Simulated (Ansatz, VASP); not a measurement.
**Te: VASP beside Ansatz**

```xyz
1
Lattice="2.6646 0.0000 0.0000 0.0000 2.9812 0.0000 -0.3356 0.0000 4.6450" Properties=species:S:1:pos:R:3 pbc="T T T"
Te    1.1645    0.0000    2.3225
```

Alike in both runs: task relaxation of cell and atoms; functional PBE; k mesh 6 × 6 × 4; occupations gaussian, width 0.1 eV; no spin polarisation.

|  | VASP | Ansatz |
| --- | --- | --- |
| version | VASP 6.6.1 | Ansatz 0.2.0 |
| potentials or method | VASP PAW PBE potentials, release 64 (Te), cutoff 600 eV | scalar-relativistic, plane waves, PAW |
| valence electrons in the cell | 6 | 16 |

VASP gave:

```
gap on the k mesh at the Fermi level, each at its own relaxed structure (eV) : none
relaxed volume (Å³/atom)                                                     : 35.41
relaxed length of the cell vector where the two differ most in proportion (Å)              : 3.780
```

Problem. Estimate Ansatz's values.

Solution. gap on the k mesh at the Fermi level, each at its own relaxed structure (eV): none; relaxed volume (Å³/atom): 32.45; relaxed length of the cell vector where the two differ most in proportion (Å): 3.241.

A gap of «none» marks a metal or a gap that the smearing closes. One of these differences is far larger than is usual between the two programs; its cause wasn't traced. VASP's potentials hold 6 valence electrons a cell and Ansatz's 16, so a difference there can come from the potentials and not from the codes.

The k mesh is coarse, so the values compare programs but aren't converged. Spin-orbit coupling is off throughout.
